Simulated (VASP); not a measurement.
A run of VASP 6.6.1 is set up as follows.

File INCAR:

```
  PREC = Accurate
  ENCUT = 600
  EDIFF = 1E-6
  ISMEAR = 1
  SIGMA = 0.2
  LREAL = False
  LASPH = True
  NELM = 120
  ALGO = Normal
  ISIF = 2
  LWAVE = False
  LCHARG = False
  GGA = PE
  NBANDS = 14
  GGA_COMPAT = False
```

The input KPOINTS:

```
Automatic mesh
0
Gamma
  12 12 12
```

Contents of POSCAR:

```
HfC
1.0
    0.0000000000      2.3250000000      2.3250000000
    2.3250000000      0.0000000000      2.3250000000
    2.3250000000      2.3250000000      0.0000000000
Hf C
1 1
Direct
    0.5000000000      0.5000000000      0.5000000000
    0.0000000000      0.0000000000      0.0000000000
```

Potentials or basis: VASP PAW PBE potentials, release 64 (Hf_pv, C).

Run with:

```console
$ cat potpaw_PBE.64/Hf_pv/POTCAR potpaw_PBE.64/C/POTCAR > POTCAR
$ mpirun -np 1 vasp_std > vasp.out
```

Question: What does it give for the band gap on the k mesh?

Answer: Zero (bands 7 and 8 overlap by 1.42 eV).

Question: Predict the pressure.

Answer: -0.5 GPa.

Caveat: spin-orbit coupling is left out, which moves the levels of the heavy elements.
